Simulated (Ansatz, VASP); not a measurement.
# Ti: VASP beside Ansatz

```
CELL_PARAMETERS angstrom
0.00000 2.06045 1.96910
2.06045 0.00000 1.96910
2.06045 2.06045 0.00000
ATOMIC_POSITIONS crystal
Ti 0.00000 0.00000 0.00000
```

Change from the starting cell: strain +0.015 along x and y, -0.030 along z, atoms carried along.

Alike in both runs: task single point; functional PBEsol; k mesh 20 × 20 × 20; occupations gaussian, width 0.15 eV; no spin polarisation.

```csv
,VASP,Ansatz
version,VASP 6.6.1,Ansatz 0.2.0
potentials or method,"VASP PAW PBE potentials, release 64 (Ti_sv), cutoff 520 eV","scalar-relativistic, plane waves, PAW"
valence electrons in the cell,12,12
```

Ansatz gave:

```
gap on the k mesh at the Fermi level (eV)                     : none
pressure (GPa)                                                : -0.2
traceless stress, the component that is largest in VASP (GPa) : 1.00
```

Question: Estimate VASP's values.

Answer: gap on the k mesh at the Fermi level (eV): none; pressure (GPa): -0.5; traceless stress, the component that is largest in VASP (GPa): 1.01.

VASP's potentials were made for PBE, not for PBEsol. A gap of «none» marks a metal or a gap that the smearing closes.
